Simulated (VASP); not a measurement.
# Ga (Im-3m) in VASP: notebook

Runs on Ga. Level: PBE. Tasks: single point, relaxation of cell and atoms.

Program: VASP 6.6.1. These are calculated values, not measurements. Logs are shortened: lines on timing, memory, paths and dates and some standing lists are left out, and cuts for length are marked.

## (1) The cell of the first run

It takes space group Im-3m (No. 229, cubic). The conventional cell has a = 3.005 Å, b = 3.005 Å, c = 3.005 Å, α = 90.00°, β = 90.00°, γ = 90.00°. Within 3.4 Å of Ga (site symmetry m-3m) lie 14 Ga at 2.60 to 3.00 Å.

## (2) Single point, PBE (volume scaled by 0.707, to set the pressure)

The input, INCAR:

```
PREC = Accurate
ENCUT = 520
EDIFF = 1E-6
ISMEAR = -1
SIGMA = 0.1
LREAL = False
LASPH = True
NELM = 80
ALGO = Normal
ISIF = 2
LWAVE = False
LCHARG = True
GGA = PE
LELF = True
LVHAR = True
NBANDS = 12
```

The input, KPOINTS:

```
Automatic mesh
0
Gamma
  18 18 18
```

The input, POSCAR:

```
Ga
1.0
   -1.5023514815      1.5023514815      1.5023514815
    1.5023514815     -1.5023514815      1.5023514815
    1.5023514815      1.5023514815     -1.5023514815
Ga
1
Direct
    0.0000000000      0.0000000000      0.0000000000
```

Potentials or basis: VASP PAW PBE potentials, release 64 (Ga_d).

Run with:

```bash
cat potpaw_PBE.64/Ga_d/POTCAR > POTCAR
mpirun -np 1 vasp_std > vasp.out
```

OUTCAR:

```text
PREC = Accurate
   ENCUT = 520
   EDIFF = 1E-6
   ISMEAR = -1
   LREAL = False
   LASPH = True
   NELM = 80
   ISIF = 2
   GGA = PE

 ion  position               nearest neighbor table
   1  0.000  0.000  0.000-

  LATTYP: Found a body centered cubic cell.
 ALAT       =     3.0047029630

  Lattice vectors:

 A1 = (  -1.5023514815,   1.5023514815,   1.5023514815)
 A2 = (   1.5023514815,  -1.5023514815,   1.5023514815)
 A3 = (   1.5023514815,   1.5023514815,  -1.5023514815)

Analysis of symmetry for initial positions (statically):
=====================================================================
 Subroutine PRICEL returns:
 Original cell was already a primitive cell.

 Routine SETGRP: Setting up the symmetry group for a
 body centered cubic supercell.

 Subroutine GETGRP returns: Found 48 space group operations
 (whereof 48 operations were pure point group operations)
 out of a pool of 48 trial point group operations.

The static configuration has the point symmetry O_h .

Analysis of symmetry for dynamics (positions and initial velocities):
=====================================================================
 Subroutine PRICEL returns:
 Original cell was already a primitive cell.

 Routine SETGRP: Setting up the symmetry group for a
 body centered cubic supercell.

 Subroutine GETGRP returns: Found 48 space group operations
 (whereof 48 operations were pure point group operations)
 out of a pool of 48 trial point group operations.

The dynamic configuration has the point symmetry O_h .

 Subroutine INISYM returns: Found 48 space group operations
 (whereof 48 operations are pure point group operations),
 and found     1 'primitive' translations

----------------------------------------------------------------------------------------

                                     Primitive cell

  volume of cell :      13.5636

  direct lattice vectors                    reciprocal lattice vectors
    -1.502351482  1.502351482  1.502351482     0.000000000  0.332811600  0.332811600
     1.502351482 -1.502351482  1.502351482     0.332811600  0.000000000  0.332811600
     1.502351482  1.502351482 -1.502351482     0.332811600  0.332811600  0.000000000

  length of vectors
     2.602149097  2.602149097  2.602149097     0.470666678  0.470666678  0.470666678

  position of ions in fractional coordinates (direct lattice)
     0.000000000  0.000000000  0.000000000

  ion indices of the primitive-cell ions
   primitive index   ion index
                 1           1

----------------------------------------------------------------------------------------

 KPOINTS: Automatic mesh

Automatic generation of k-mesh.
 Grid dimensions read from file:
 generate k-points for:   18   18   18

 Generating k-lattice:

  Cartesian coordinates                     Fractional coordinates (reciprocal lattice)
     0.000000000  0.018489533  0.018489533     0.055555556  0.000000000  0.000000000
     0.018489533  0.000000000  0.018489533     0.000000000  0.055555556  0.000000000
     0.018489533  0.018489533  0.000000000     0.000000000  0.000000000  0.055555556

  Length of vectors
     0.026148149  0.026148149  0.026148149

  Shift w.r.t. Gamma in fractional coordinates (k-lattice)
     0.000000000  0.000000000  0.000000000

 Subroutine IBZKPT returns following result:
 ===========================================

 Found    195 irreducible k-points:

 Following reciprocal coordinates:
            Coordinates               Weight
  0.000000  0.000000  0.000000      1.000000
  0.055556  0.000000  0.000000     12.000000
  0.111111  0.000000  0.000000     12.000000
  0.166667  0.000000  0.000000     12.000000
  0.222222  0.000000  0.000000     12.000000
  0.277778  0.000000  0.000000     12.000000
[... 16 lines left out ...]
  0.333333  0.111111  0.000000     48.000000
  0.388889  0.111111  0.000000     48.000000
 [... further k-points ...]
   k-points           NKPTS =    195   k-points in BZ     NKDIM =    195   number of bands    NBANDS=     12
   number of dos      NEDOS =    301   number of ions     NIONS =      1
   total plane-waves  NPLWV =   8000
   dimension x,y,z NGX =    20 NGY =   20 NGZ =   20
   dimension x,y,z NGXF=    40 NGYF=   40 NGZF=   40
   ions per type =               1
   NGX,Y,Z   is equivalent  to a cutoff of  12.78, 12.78, 12.78 a.u.
   NGXF,Y,Z  is equivalent  to a cutoff of  25.56, 25.56, 25.56 a.u.
 SYSTEM =  unknown system
   PREC   = accura    normal or accurate (medium, high low for compatibility)
   ISTART =      0    job   : 0-new  1-cont  2-samecut
   ICHARG =      2    charge: 1-file 2-atom 10-const
   ISPIN  =      1    spin polarized calculation?
   LNONCOLLINEAR =      F non collinear calculations
   LSORBIT =      F    spin-orbit coupling
   LASPH  =      T    aspherical Exc in radial PAW
   ENCUT  =  520.0 eV  38.22 Ry    6.18 a.u.   4.84  4.84  4.84*2*pi/ulx,y,z
   NELM   =     80;   NELMIN=  2; NELMDL= -5     # of ELM steps
   EDIFF  = 0.1E-05   stopping-criterion for ELM
   LREAL  =      F    real-space projection
   EDIFFG = 0.1E-04   stopping-criterion for IOM
   NSW    =      0    number of steps for IOM
   IBRION =     -1    ionic relax: 0-MD 1-quasi-New 2-CG
   NFREE  =      0    steps in history (QN), initial steepest desc. (CG)
   ISIF   =      2    stress and relaxation
   ISYM   =      2    0-nonsym 1-usesym 2-fastsym
   POTIM  = 0.5000    time-step for ionic-motion
   TEBEG  =    0.0;   TEEND  =   0.0 temperature during run
   PSTRESS=    0.0 pullay stress
   NELECT =      13.0000    total number of electrons
   NUPDOWN=      -1.0000    fix difference up-down
   EMIN   =  10.00;   EMAX   =-10.00  energy-range for DOS
   EFERMI =   0.00;   METHOD = LEGACY
   ISMEAR =    -1;   SIGMA  =   0.10  broadening in eV -4-tet -1-fermi 0-gaus
   EFERMI_NEDOS =   21; number of points for ismear=-14 and -15
   IALGO  =     38    algorithm
   IMIX   =      4    mixing-type and parameters
     AMIX     =   0.40;   BMIX     =  1.00
     AMIX_MAG =   1.60;   BMIX_MAG =  1.00
  volume/ion in A,a.u.               =      13.56        91.53
  Fermi-wavevector in a.u.,A,eV,Ry     =   1.614102  3.050211 35.447617  2.605326
  Thomas-Fermi vector in A             =   2.709065
   LORBIT       =      0    0 simple, 1 ext, 2 COOP (PROOUT), +10 PAW based schemes
   GGA     = PE    functional components
   LHFCALC =     F    Hartree Fock is set to
   AEXX    =    0.0000 exact exchange contribution
   IVDW    =     0    specifies the selected vdW correction
   LEPSILON=     F    determine dielectric tensor
   LRPA    =     F    only Hartree local field effects (RPA)
 non-spin polarized calculation
  energy-cutoff  :      520.00
  volume of cell :       13.56
 maximum number of plane-waves:       376
   NGX =  9   NGY =  9   NGZ =  9

 number of electron      13.0000007 magnetization

 Free energy of the ion-electron system (eV)
  ---------------------------------------------------
  ext. energy  EPLUGINS =         0.00000000
  ---------------------------------------------------
  free energy    TOTEN  =        -2.38572374 eV

  energy without entropy =       -2.37605672  energy(sigma->0) =       -2.38089023

 E-fermi :   9.2753     XC(G=0): -12.7738

 val. band max:        9.2594698448   @ k =   0.2778   0.1111   0.1111
 cond. band min:       9.3139376005   @ k =   0.2778   0.2222   0.2222
 fundamental gap:      0.0544677557
 Fermi energy:         9.2753043861

 k-point     1 :       0.0000    0.0000    0.0000
  band No.  band energies     occupation
      1      -6.2835      2.00000
      2      -6.2835      2.00000
      3      -6.2835      2.00000
      4      -5.8869      2.00000
      5      -5.8869      2.00000
      6      -4.7964      2.00000
      7      26.4433      0.00000
      8      26.4433      0.00000
      9      26.4433      0.00000
     10      29.1120      0.00000
     11      29.1120      0.00000
     12      29.1120      0.00000

 k-point     2 :       0.0556    0.0000    0.0000
  band No.  band energies     occupation
      1      -6.2897      2.00000
      2      -6.2808      2.00000
      3      -6.2651      2.00000
      4      -5.8932      2.00000
      5      -5.8868      2.00000
      6      -4.6897      2.00000
      7      25.0404      0.00000
      8      25.6539      0.00000
      9      26.0831      0.00000
     10      27.8715      0.00000
     11      28.0556      0.00000
     12      28.8002      0.00000

 k-point     3 :       0.1111    0.0000    0.0000
  band No.  band energies     occupation
      1      -6.3074      2.00000
      2      -6.2784      2.00000
      3      -6.2117      2.00000
      4      -5.9104      2.00000
      5      -5.8862      2.00000
      6      -4.3646      2.00000
      7      22.1735      0.00000
      8      24.2270      0.00000
      9      25.1200      0.00000
     10      26.7800      0.00000
     11      27.0200      0.00000
     12      28.7877      0.00000
[... 286 lines left out ...]
 k-point    23 :       0.3333    0.1111    0.0000
  band No.  band energies     occupation
      1      -6.4626      2.00000
      2      -6.4151      2.00000
      3      -5.9316      2.00000
      4      -5.8991      2.00000
      5      -5.7549      2.00000
      6       0.9515      2.00000
      7       8.7517      1.98941
      8      15.9891      0.00000
      9      19.3877      0.00000
     10      24.7637      0.00000
     11      27.8455      0.00000
     12      31.5257      0.00000

 k-point    24 :       0.3889    0.1111    0.0000
  band No.  band energies     occupation
      1      -6.4873      2.00000
      2      -6.4386      2.00000
      3      -5.9180      2.00000
      4      -5.8996      2.00000
      5      -5.7045      2.00000
      6       2.5761      2.00000
      7       6.5368      2.00000
      8      15.6494      0.00000
      9      19.0598      0.00000
     10      24.5306      0.00000
     11      27.6830      0.00000
     12      32.8789      0.00000

 [... further k-points ...]
[... 5 lines left out ...]
  --------------------------------------------------------------------------------------
  -------------------------------------------------------------------------------------
  Total        3.3291803      3.3291803      3.3291803      0.0000000     -0.0000000      0.0000000
  in kB      393.2541033    393.2541033    393.2541033      0.0000000     -0.0000000      0.0000000
  external PRESSURE =     393.2541033 kB  Pullay stress =       0.0000000 kB

 VOLUME and BASIS-vectors are now :
 -----------------------------------------------------------------------------
  energy-cutoff  :      520.00
  volume of cell :       13.56
      direct lattice vectors                 reciprocal lattice vectors
    -1.502351482  1.502351482  1.502351482     0.000000000  0.332811600  0.332811600
     1.502351482 -1.502351482  1.502351482     0.332811600  0.000000000  0.332811600
     1.502351482  1.502351482 -1.502351482     0.332811600  0.332811600  0.000000000

 POSITION                                       TOTAL-FORCE (eV/Angst)
 -----------------------------------------------------------------------------------
      0.00000      0.00000      0.00000        -0.000000      0.000000      0.000000
 -----------------------------------------------------------------------------------
    total drift:                                0.000000     -0.000000      0.000000

  FREE ENERGIE OF THE ION-ELECTRON SYSTEM (eV)
  ---------------------------------------------------
  free  energy   TOTEN  =        -2.3857237382 eV

  energy  without entropy=       -2.3760567187  energy(sigma->0) =       -2.38089023
```

Run time: 14 s. Hardware: 1 thread of Intel Xeon Platinum 8488C (Sapphire Rapids), shared host; peak memory 0.14 GiB.

Results:

* Free energy: -2.3857 eV
* Pressure: 39.3 GPa

Caveat: the cell differs from its parent crystal (volume scaled by 0.707, to set the pressure).

[end of part 1 of 2]
